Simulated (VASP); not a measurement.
# Os (P6_3/mmc) in VASP: single point with LDA

Aim: the single point of Os with LDA.

Program: VASP 6.6.1. These are calculated values, not measurements. Logs are shortened: lines on timing, memory, paths and dates and some standing lists are left out, and cuts for length are marked.

### Step 1. The cell of the first run

Symmetry: P6_3/mmc, No. 194, hexagonal system. The conventional cell has a = 2.734 Å, b = 2.734 Å, c = 4.320 Å, α = 90.00°, β = 90.00°, γ = 120.00°. Within 3.5 Å of Os (site symmetry -6m2) lie 12 Os at 2.68 to 2.73 Å.

### Step 2. Single point, LDA

Input file INCAR:

```
SYSTEM = Os
ALGO = Normal
EDIFF = 1E-6
ENCUT = 600
GGA = CA
GGA_COMPAT = .False.
ISIF = 2
ISMEAR = 0
LASPH = .True.
LCHARG = .True.
LELF = .True.
LREAL = .False.
LVHAR = .True.
LWAVE = .False.
NBANDS = 15
NELM = 120
PREC = Accurate
SIGMA = 0.05
```

Input file KPOINTS:

```
k-points
0
Gamma
  9 9 5
  0 0 0
```

Input file POSCAR:

```
Os
1.0
    2.7341000000      0.0000000000      0.0000000000
   -1.3670500000      2.3678000600      0.0000000000
    0.0000000000      0.0000000000      4.3197000000
Os
2
Direct
    0.3333333300      0.6666666700      0.2500000000
    0.6666666700      0.3333333300      0.7500000000
```

Potentials or basis: VASP PAW LDA potentials, release 64 (Os).

Launch:

```
> cat potpaw_LDA.64/Os/POTCAR > POTCAR
> mpirun -np 1 vasp_std > vasp.out
```

OUTCAR:

```text
SYSTEM = Os
   EDIFF = 1E-6
   ENCUT = 600
   GGA = CA
   ISIF = 2
   ISMEAR = 0
   LASPH = .True.
   LREAL = .False.
   NELM = 120
   PREC = Accurate

 ion  position               nearest neighbor table
   1  0.333  0.667  0.250-   2 2.68   2 2.68   2 2.68   2 2.68   2 2.68   2 2.68
   2  0.667  0.333  0.750-   1 2.68   1 2.68   1 2.68   1 2.68   1 2.68   1 2.68

  LATTYP: Found a hexagonal cell.
 ALAT       =     2.7341000000
 C/A-ratio  =     1.5799348963

  Lattice vectors:

 A1 = (   2.7341000000,   0.0000000000,   0.0000000000)
 A2 = (  -1.3670500000,   2.3678000600,   0.0000000000)
 A3 = (   0.0000000000,   0.0000000000,   4.3197000000)

Analysis of symmetry for initial positions (statically):
=====================================================================
 Subroutine PRICEL returns:
 Original cell was already a primitive cell.

 Routine SETGRP: Setting up the symmetry group for a
 hexagonal supercell.

 Subroutine GETGRP returns: Found 24 space group operations
 (whereof 12 operations were pure point group operations)
 out of a pool of 24 trial point group operations.

The static configuration has the point symmetry D_3d.
 The point group associated with its full space group is D_6h.

Analysis of symmetry for dynamics (positions and initial velocities):
=====================================================================
 Subroutine PRICEL returns:
 Original cell was already a primitive cell.

 Routine SETGRP: Setting up the symmetry group for a
 hexagonal supercell.

 Subroutine GETGRP returns: Found 24 space group operations
 (whereof 12 operations were pure point group operations)
 out of a pool of 24 trial point group operations.

The dynamic configuration has the point symmetry D_3d.
 The point group associated with its full space group is D_6h.

 Subroutine INISYM returns: Found 24 space group operations
 (whereof 12 operations are pure point group operations),
 and found     1 'primitive' translations

----------------------------------------------------------------------------------------

                                     Primitive cell

  volume of cell :      27.9649

  direct lattice vectors                    reciprocal lattice vectors
     2.734100000  0.000000000  0.000000000     0.365751070  0.211166478  0.000000000
    -1.367050000  2.367800060  0.000000000     0.000000000  0.422332957  0.000000000
     0.000000000  0.000000000  4.319700000     0.000000000  0.000000000  0.231497558

[... 88 lines left out ...]
   NFREE  =      0    steps in history (QN), initial steepest desc. (CG)
   ISIF   =      2    stress and relaxation
   ISYM   =      2    0-nonsym 1-usesym 2-fastsym
   POTIM  = 0.5000    time-step for ionic-motion
   TEBEG  =    0.0;   TEEND  =   0.0 temperature during run
   PSTRESS=    0.0 pullay stress
   NELECT =      16.0000    total number of electrons
   NUPDOWN=      -1.0000    fix difference up-down
   EMIN   =  10.00;   EMAX   =-10.00  energy-range for DOS
   EFERMI =   0.00;   METHOD = LEGACY
   ISMEAR =     0;   SIGMA  =   0.05  broadening in eV -4-tet -1-fermi 0-gaus
   EFERMI_NEDOS =   21; number of points for ismear=-14 and -15
   IALGO  =     38    algorithm
   IMIX   =      4    mixing-type and parameters
     AMIX     =   0.40;   BMIX     =  1.00
     AMIX_MAG =   1.60;   BMIX_MAG =  1.00
  volume/ion in A,a.u.               =      13.98        94.36
  Fermi-wavevector in a.u.,A,eV,Ry     =   1.359076  2.568282 25.131161  1.847088
  Thomas-Fermi vector in A             =   2.485855
   LORBIT       =      0    0 simple, 1 ext, 2 COOP (PROOUT), +10 PAW based schemes
   GGA     = CA    functional components
   LHFCALC =     F    Hartree Fock is set to
   AEXX    =    0.0000 exact exchange contribution
   IVDW    =     0    specifies the selected vdW correction
   LEPSILON=     F    determine dielectric tensor
   LRPA    =     F    only Hartree local field effects (RPA)
 non-spin polarized calculation
 Gauss-broadening in eV      SIGMA  =   0.05
  energy-cutoff  :      600.00
  volume of cell :       27.96
 maximum number of plane-waves:       965
 NGX is ok and might be reduce to    24
   NGX = 11   NGY = 11   NGZ = 17

 number of electron      16.0000001 magnetization

 Free energy of the ion-electron system (eV)
  ---------------------------------------------------
  ext. energy  EPLUGINS =         0.00000000
  ---------------------------------------------------
  free energy    TOTEN  =       -25.32560857 eV

  energy without entropy =      -25.32322353  energy(sigma->0) =      -25.32441605

 E-fermi :   9.5980     XC(G=0): -14.1811

 val. band max:        9.5805414914   @ k =   0.1111   0.1111   0.4000
 cond. band min:       9.6035506166   @ k =   0.1111   0.0000   0.4000
 fundamental gap:      0.0230091251
 Fermi energy:         9.5979621598

 k-point     1 :       0.0000    0.0000    0.0000
  band No.  band energies     occupation
      1      -1.4756      2.00000
      2       1.6286      2.00000
      3       6.3252      2.00000
      4       6.3252      2.00000
      5       6.5848      2.00000
      6       7.1647      2.00000
      7       7.1647      2.00000
      8       7.8329      2.00000
      9       7.8329      2.00000
     10       9.5424      1.88371
     11      11.0851      0.00000
     12      11.0851      0.00000
     13      18.4839      0.00000
     14      23.5081      0.00000
[... 401 lines left out ...]
      2       3.8711      2.00000
      3       3.8711      2.00000
      4       4.8391      2.00000
      5       5.9665      2.00000
      6       5.9665      2.00000
      7       7.9397      2.00000
      8      10.2419      0.00000
      9      10.9831      0.00000
     10      10.9831      0.00000
     11      15.3654      0.00000
     12      15.3654      0.00000
     13      17.8420      0.00000
     14      22.2653      0.00000
     15      22.2653      0.00000

 [... further k-points ...]
[... 5 lines left out ...]
  --------------------------------------------------------------------------------------
  -------------------------------------------------------------------------------------
  Total       -1.4372310     -1.4372310     -1.3457914      0.0000000      0.0000000      0.0000000
  in kB      -82.3425186    -82.3425189    -77.1037176      0.0000000      0.0000000      0.0000000
  external PRESSURE =     -80.5962517 kB  Pullay stress =       0.0000000 kB

 VOLUME and BASIS-vectors are now :
 -----------------------------------------------------------------------------
  energy-cutoff  :      600.00
  volume of cell :       27.96
      direct lattice vectors                 reciprocal lattice vectors
     2.734100000  0.000000000  0.000000000     0.365751070  0.211166478  0.000000000
    -1.367050000  2.367800060  0.000000000     0.000000000  0.422332957  0.000000000
     0.000000000  0.000000000  4.319700000     0.000000000  0.000000000  0.231497558

 POSITION                                       TOTAL-FORCE (eV/Angst)
 -----------------------------------------------------------------------------------
     -0.00000      1.57853      1.07993         0.000000     -0.000000      0.000000
      1.36705      0.78927      3.23977        -0.000000      0.000000      0.000000
 -----------------------------------------------------------------------------------
    total drift:                               -0.000000      0.000000     -0.000000

  FREE ENERGIE OF THE ION-ELECTRON SYSTEM (eV)
  ---------------------------------------------------
  free  energy   TOTEN  =       -25.3256085651 eV

  energy  without entropy=      -25.3232235340  energy(sigma->0) =      -25.32441605
```

stdout:

```text
POSCAR found type information on POSCAR Os
 POSCAR found :  1 types and       2 ions
 scaLAPACK will be used
 LDA part: xc-table for (Slater(with rela. corr.)+CA(PZ))
 , standard interpolation
 POSCAR, INCAR and KPOINTS ok, starting setup
 FFT: planning ... GRIDC
 FFT: planning ... GRID_SOFT
 FFT: planning ... GRID
 WAVECAR not read
 entering main loop
```

It took 6.6 s on 1 thread of Intel Xeon 6975P-C (Granite Rapids), shared host; peak memory 0.15 GiB.

What came out:

```yaml
Free_energy: -25.3256 eV
Pressure: -8.1 GPa
Band_gap_on_the_k_mesh: zero (band 8 reaches 11.42 eV, above the bottom of band 9 at 7.57 eV)
```

Caveat: spin-orbit coupling is left out, which moves the levels of the heavy elements.
